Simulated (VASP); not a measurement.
Write the native input for VASP 6.6.1 that does the following.

- Task: relaxation of cell and atoms
- Functional: PBE
- Potentials or basis: VASP PAW PBE potentials, release 64 (P, Ru_pv)
- Cutoff: 600 eV
- k mesh: 8 × 8 × 8
- Occupations: gaussian, width 0.1 eV
- Spin: no spin polarisation
- Dipole correction: no
- Further INCAR settings: ALGO = Normal; EDIFF = 1e-06; IBRION = 2; EDIFFG = -0.01; NSW = 100; ISIF = 3

The structure of P7Ru lies in POSCAR:

```
P7Ru
1.0
    0.0000000000      3.8514223095      3.8514223095
    3.8514223095      0.0000000000      3.8514223095
    3.8514223095      3.8514223095      0.0000000000
P Ru
7 1
Direct
    0.0000000000      0.0000000000      0.0000000000
    0.0000000000      0.5000000000      0.0000000000
    0.5000000000      0.0000000000      0.0000000000
    0.0000000000      0.5000000000      0.5000000000
    0.5000000000      0.0000000000      0.5000000000
    0.0000000000      0.0000000000      0.5000000000
    0.5000000000      0.5000000000      0.0000000000
    0.5000000000      0.5000000000      0.5000000000
```

The cell was generated, and may not be a known phase.

These files were run (other wordings do the same):

INCAR

```
ALGO     = Normal         # electronic algorithm
EDIFF    = 1E-6           # SCF threshold, eV
EDIFFG   = -0.01          # ionic threshold
ENCUT    = 600            # plane-wave cutoff, eV
GGA      = PE             # functional
IBRION   = 2              # ionic algorithm
ISIF     = 3              # what is computed and relaxed
ISMEAR   = 0              # smearing method
LASPH    = T              # aspherical terms in the spheres
LCHARG   = F              # write CHGCAR
LREAL    = F              # projectors in reciprocal space
LWAVE    = F              # write WAVECAR
NELM     = 80             # most SCF steps
NSW      = 100            # ionic steps
PREC     = Accurate       # precision mode
SIGMA    = 0.1            # smearing width, eV
```

KPOINTS

```
k-points
0
Gamma
  8 8 8
```

Potentials or basis: VASP PAW PBE potentials, release 64 (P, Ru_pv).

The run is started by

```bash
$ cat potpaw_PBE.64/P/POTCAR potpaw_PBE.64/Ru_pv/POTCAR > POTCAR
$ mpirun -np 1 vasp_std > vasp.out
```

Results of the run:

The relaxed volume is 14.22 Å³/atom. The relaxed cell is a = 5.439 Å, b = 5.439 Å, c = 5.439 Å, α = 60.00°, β = 60.00°, γ = 60.00°. The space group after relaxing (to 0.1 Å) is Fm-3m (No. 225) and the energy gained by relaxing is 0.1 meV/atom. The ionic steps are 3. The pressure after relaxing is 0.0 GPa. The band gap on the k mesh is zero (an odd number of electrons rules out a gap without spin polarisation).

Wall time 8.6 min on 1 thread of Intel Xeon 8259CL (shared host), peak memory 0.38 GiB.
